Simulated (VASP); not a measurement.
# Sc (I4/mmm) in VASP: single point with PBE

Aim: the single point of Sc with PBE.

Program: VASP 6.6.1. These are calculated values, not measurements. Logs are shortened: lines on timing, memory, paths and dates and some standing lists are left out, and cuts for length are marked.

### 1 The cell of the first run

It takes space group I4/mmm (No. 139, tetragonal). Conventional cell: a = 3.333 Å, b = 3.333 Å, c = 4.506 Å, α = 90.00°, β = 90.00°, γ = 90.00°. Within 4.3 Å of Sc (site symmetry 4/mmm) lie 12 Sc at 3.26 to 3.33 Å.

### 2 Single point, PBE (biaxial strain in the a-b plane: +2.0 %, then relaxed in part)

File INCAR:

```
SYSTEM = Sc
  PREC = Accurate
  ENCUT = 520
  EDIFF = 1E-6
  ISMEAR = 0
  SIGMA = 0.1
  LREAL = .False.
  LASPH = .True.
  NELM = 100
  ALGO = Fast
  ISIF = 2
  LWAVE = .False.
  LCHARG = .False.
  GGA = PE
  NBANDS = 18
```

File KPOINTS:

```
Automatic mesh
0
Gamma
  14 14 10
  0 0 0
```

File POSCAR:

```
Sc
1.0
    3.3329544219      0.0000000000      0.0000000000
    0.0000000000      3.3329544219      0.0000000000
    0.0000000000      0.0000000000      4.5055837296
Sc
2
Direct
    0.0000000000      0.0000000000      0.0000000000
    0.5000000000      0.5000000000      0.5000000000
```

Potentials or basis: VASP PAW PBE potentials, release 64 (Sc_sv).

Launch:

```sh
$ cat potpaw_PBE.64/Sc_sv/POTCAR > POTCAR
$ mpirun -np 1 vasp_std > vasp.out
```

OUTCAR:

```text
SYSTEM = Sc
   PREC = Accurate
   ENCUT = 520
   EDIFF = 1E-6
   ISMEAR = 0
   LREAL = .False.
   LASPH = .True.
   NELM = 100
   ISIF = 2
   GGA = PE

 ion  position               nearest neighbor table
   1  0.000  0.000  0.000-   2 3.26   2 3.26   2 3.26   2 3.26   2 3.26   2 3.26   2 3.26   2 3.26

   2  0.500  0.500  0.500-   1 3.26   1 3.26   1 3.26   1 3.26   1 3.26   1 3.26   1 3.26   1 3.26

  LATTYP: Found a simple tetragonal cell.
 ALAT       =     3.3329544219
 C/A-ratio  =     1.3518287859

  Lattice vectors:

 A1 = (   3.3329544219,   0.0000000000,   0.0000000000)
 A2 = (   0.0000000000,   3.3329544219,   0.0000000000)
 A3 = (   0.0000000000,   0.0000000000,   4.5055837296)

Analysis of symmetry for initial positions (statically):
=====================================================================
 Subroutine PRICEL returns following result:

  LATTYP: Found a body centered tetragonal cell.
 ALAT       =     3.3329544219
 C/A-ratio  =     1.3518287859

  Lattice vectors:

 A1 = (  -1.6664772109,  -1.6664772109,  -2.2527918648)
 A2 = (   1.6664772109,   1.6664772109,  -2.2527918648)
 A3 = (   1.6664772109,  -1.6664772110,   2.2527918648)

   2 primitive cells build up your supercell.

 Routine SETGRP: Setting up the symmetry group for a
 simple tetragonal supercell.

 Subroutine GETGRP returns: Found 16 space group operations
 (whereof 16 operations were pure point group operations)
 out of a pool of 16 trial point group operations.

The static configuration has the point symmetry D_4h.

Analysis of symmetry for dynamics (positions and initial velocities):
=====================================================================
 Subroutine PRICEL returns following result:

  LATTYP: Found a body centered tetragonal cell.
 ALAT       =     3.3329544219
 C/A-ratio  =     1.3518287859

  Lattice vectors:

 A1 = (  -1.6664772109,  -1.6664772109,  -2.2527918648)
 A2 = (   1.6664772109,   1.6664772109,  -2.2527918648)
 A3 = (   1.6664772109,  -1.6664772110,   2.2527918648)

   2 primitive cells build up your supercell.

 Routine SETGRP: Setting up the symmetry group for a
 simple tetragonal supercell.

 Subroutine GETGRP returns: Found 16 space group operations
 (whereof 16 operations were pure point group operations)
 out of a pool of 16 trial point group operations.

The dynamic configuration has the point symmetry D_4h.

 Subroutine INISYM returns: Found 16 space group operations
 (whereof 16 operations are pure point group operations),
 and found     2 'primitive' translations

----------------------------------------------------------------------------------------

                                     Primitive cell

  volume of cell :      25.0253

  direct lattice vectors                    reciprocal lattice vectors
    -1.666477211 -1.666477211 -2.252791865     0.000000000 -0.300034106 -0.221946824
     1.666477211  1.666477211 -2.252791865     0.300034106  0.000000000 -0.221946824
     1.666477211 -1.666477211  2.252791865     0.300034106 -0.300034106  0.000000000

  length of vectors
     3.260270506  3.260270506  3.260270506     0.373203507  0.373203507  0.424312302

  position of ions in fractional coordinates (direct lattice)
     0.000000000  0.000000000  0.000000000

  ion indices of the primitive-cell ions
   primitive index   ion index
                 1           1

----------------------------------------------------------------------------------------

 KPOINTS: Automatic mesh

Automatic generation of k-mesh.
 Grid dimensions read from file:
 generate k-points for:   14   14   10

 Generating k-lattice:

  Cartesian coordinates                     Fractional coordinates (reciprocal lattice)
     0.021431008  0.000000000  0.000000000     0.071428571  0.000000000  0.000000000
     0.000000000  0.021431008  0.000000000     0.000000000  0.071428571  0.000000000
     0.000000000  0.000000000  0.022194682     0.000000000  0.000000000  0.100000000

  Length of vectors
     0.021431008  0.021431008  0.022194682

  Shift w.r.t. Gamma in fractional coordinates (k-lattice)
     0.000000000  0.000000000  0.000000000

 Subroutine IBZKPT returns following result:
 ===========================================

 Found    216 irreducible k-points:

 Following reciprocal coordinates:
            Coordinates               Weight
  0.000000  0.000000  0.000000      1.000000
  0.071429  0.000000  0.000000      4.000000
  0.142857  0.000000  0.000000      4.000000
  0.214286  0.000000  0.000000      4.000000
  0.285714  0.000000  0.000000      4.000000
  0.357143  0.000000  0.000000      4.000000
[... 16 lines left out ...]
  0.285714  0.214286  0.000000      8.000000
  0.357143  0.214286  0.000000      8.000000
 [... further k-points ...]
   k-points           NKPTS =    216   k-points in BZ     NKDIM =    216   number of bands    NBANDS=     18
   number of dos      NEDOS =    301   number of ions     NIONS =      2
   total plane-waves  NPLWV =  28224
   dimension x,y,z NGX =    28 NGY =   28 NGZ =   36
   dimension x,y,z NGXF=    56 NGYF=   56 NGZF=   72
   ions per type =               2
   NGX,Y,Z   is equivalent  to a cutoff of  13.97, 13.97, 13.28 a.u.
   NGXF,Y,Z  is equivalent  to a cutoff of  27.93, 27.93, 26.57 a.u.
 SYSTEM =  Sc
   PREC   = accura    normal or accurate (medium, high low for compatibility)
   ISTART =      0    job   : 0-new  1-cont  2-samecut
   ICHARG =      2    charge: 1-file 2-atom 10-const
   ISPIN  =      1    spin polarized calculation?
   LNONCOLLINEAR =      F non collinear calculations
   LSORBIT =      F    spin-orbit coupling
   LASPH  =      T    aspherical Exc in radial PAW
   ENCUT  =  520.0 eV  38.22 Ry    6.18 a.u.   6.20  6.20  8.38*2*pi/ulx,y,z
   NELM   =    100;   NELMIN=  2; NELMDL= -5     # of ELM steps
   EDIFF  = 0.1E-05   stopping-criterion for ELM
   LREAL  =      F    real-space projection
   EDIFFG = 0.1E-04   stopping-criterion for IOM
   NSW    =      0    number of steps for IOM
   IBRION =     -1    ionic relax: 0-MD 1-quasi-New 2-CG
   NFREE  =      0    steps in history (QN), initial steepest desc. (CG)
   ISIF   =      2    stress and relaxation
   ISYM   =      2    0-nonsym 1-usesym 2-fastsym
   POTIM  = 0.5000    time-step for ionic-motion
   TEBEG  =    0.0;   TEEND  =   0.0 temperature during run
   PSTRESS=    0.0 pullay stress
   NELECT =      22.0000    total number of electrons
   NUPDOWN=      -1.0000    fix difference up-down
   EMIN   =  10.00;   EMAX   =-10.00  energy-range for DOS
   EFERMI =   0.00;   METHOD = LEGACY
   ISMEAR =     0;   SIGMA  =   0.10  broadening in eV -4-tet -1-fermi 0-gaus
   EFERMI_NEDOS =   21; number of points for ismear=-14 and -15
   IALGO  =     68    algorithm
   IMIX   =      4    mixing-type and parameters
     AMIX     =   0.40;   BMIX     =  1.00
     AMIX_MAG =   1.60;   BMIX_MAG =  1.00
  volume/ion in A,a.u.               =      25.03       168.88
  Fermi-wavevector in a.u.,A,eV,Ry     =   1.244741  2.352220 21.080609  1.549381
  Thomas-Fermi vector in A             =   2.378995
   LORBIT       =      0    0 simple, 1 ext, 2 COOP (PROOUT), +10 PAW based schemes
   GGA     = PE    functional components
   LHFCALC =     F    Hartree Fock is set to
   AEXX    =    0.0000 exact exchange contribution
   IVDW    =     0    specifies the selected vdW correction
   LEPSILON=     F    determine dielectric tensor
   LRPA    =     F    only Hartree local field effects (RPA)
 non-spin polarized calculation
 RMM-DIIS sequential band-by-band and
 Gauss-broadening in eV      SIGMA  =   0.10
  energy-cutoff  :      520.00
  volume of cell :       50.05
 maximum number of plane-waves:      1364
 NGX is ok and might be reduce to    28
   NGX = 13   NGY = 13   NGZ = 17

 number of electron      22.0000010 magnetization

 Free energy of the ion-electron system (eV)
  ---------------------------------------------------
  ext. energy  EPLUGINS =         0.00000000
  ---------------------------------------------------
  free energy    TOTEN  =       -12.40515755 eV

  energy without entropy =      -12.38422749  energy(sigma->0) =      -12.39469252

 E-fermi :   3.6511     XC(G=0):  -9.8150

 val. band max:        3.6502659722   @ k =   0.3571   0.0000   0.4000
 cond. band min:       3.6516999024   @ k =   0.2857   0.0714   0.4000
 fundamental gap:      0.0014339302
 Fermi energy:         3.6510568895

 k-point     1 :       0.0000    0.0000    0.0000
  band No.  band energies     occupation
      1     -45.8304      2.00000
      2     -45.7506      2.00000
      3     -24.6077      2.00000
      4     -24.4065      2.00000
      5     -24.4065      2.00000
      6     -24.2556      2.00000
[... 10 lines left out ...]
     17       6.7045      0.00000
     18       7.5694      0.00000

 k-point     2 :       0.0714    0.0000    0.0000
  band No.  band energies     occupation
      1     -45.8287      2.00000
      2     -45.7508      2.00000
      3     -24.6025      2.00000
      4     -24.4133      2.00000
      5     -24.4039      2.00000
      6     -24.2652      2.00000
[... 10 lines left out ...]
     17       6.6923      0.00000
     18       7.3187      0.00000

 k-point     3 :       0.1429    0.0000    0.0000
  band No.  band energies     occupation
      1     -45.8236      2.00000
      2     -45.7516      2.00000
      3     -24.5873      2.00000
      4     -24.4320      2.00000
      5     -24.3963      2.00000
      6     -24.2956      2.00000
[... 10 lines left out ...]
     17       6.6832      0.00000
     18       7.0402      0.00000

 k-point     4 :       0.2143    0.0000    0.0000
  band No.  band energies     occupation
      1     -45.8158      2.00000
      2     -45.7533      2.00000
      3     -24.5631      2.00000
      4     -24.4579      2.00000
      5     -24.3843      2.00000
      6     -24.3402      2.00000
[... 375 lines left out ...]
      4     -24.4838      2.00000
      5     -24.3959      2.00000
      6     -24.3927      2.00000
[... 10 lines left out ...]
     17       6.1387      0.00000
     18       6.9206      0.00000

 k-point    23 :       0.2857    0.2143    0.0000
  band No.  band energies     occupation
      1     -45.7947      2.00000
      2     -45.7557      2.00000
      3     -24.5072      2.00000
      4     -24.5007      2.00000
      5     -24.4379      2.00000
      6     -24.3847      2.00000
[... 10 lines left out ...]
     17       6.1839      0.00000
     18       7.0192      0.00000

 k-point    24 :       0.3571    0.2143    0.0000
  band No.  band energies     occupation
      1     -45.7857      2.00000
      2     -45.7586      2.00000
      3     -24.5278      2.00000
      4     -24.4800      2.00000
      5     -24.4711      2.00000
      6     -24.3723      2.00000
[... 10 lines left out ...]
     17       6.3798      0.00000
     18       7.2619      0.00000

 [... further k-points ...]

------------------------ aborting loop because EDIFF is reached ----------------------------------------

  FORCE on cell =-STRESS in cart. coord.  units (eV):
  Direction    XX          YY          ZZ          XY          YZ          ZX
  --------------------------------------------------------------------------------------
  -------------------------------------------------------------------------------------
  Total       -0.3413024     -0.3413024      0.0132004      0.0000000      0.0000000     -0.0000000
  in kB      -10.9254701    -10.9254701      0.4225606      0.0000000      0.0000000     -0.0000000
  external PRESSURE =      -7.1427932 kB  Pullay stress =       0.0000000 kB

 VOLUME and BASIS-vectors are now :
 -----------------------------------------------------------------------------
  energy-cutoff  :      520.00
  volume of cell :       50.05
      direct lattice vectors                 reciprocal lattice vectors
     3.332954422  0.000000000  0.000000000     0.300034106  0.000000000  0.000000000
     0.000000000  3.332954422  0.000000000     0.000000000  0.300034106  0.000000000
     0.000000000  0.000000000  4.505583730     0.000000000  0.000000000  0.221946824

 POSITION                                       TOTAL-FORCE (eV/Angst)
 -----------------------------------------------------------------------------------
      0.00000      0.00000      0.00000        -0.000000      0.000000      0.000000
      1.66648      1.66648      2.25279         0.000000     -0.000000     -0.000000
 -----------------------------------------------------------------------------------
    total drift:                                0.000000      0.000000      0.000000

  FREE ENERGIE OF THE ION-ELECTRON SYSTEM (eV)
  ---------------------------------------------------
  free  energy   TOTEN  =       -12.4051575461 eV

  energy  without entropy=      -12.3842274889  energy(sigma->0) =      -12.39469252
```

Wall time 2.2 min (1 thread of Intel Xeon Platinum 8488C (Sapphire Rapids), shared host); peak memory 0.28 GiB.

Results:

- Free energy: -12.4052 eV
- Pressure: -0.7 GPa
- Band gap on the k mesh: zero (bands 11 and 12 overlap by 1.04 eV)

Caveat: the cell differs from its parent crystal (biaxial strain in the a-b plane: +2.0 %, then relaxed in part).
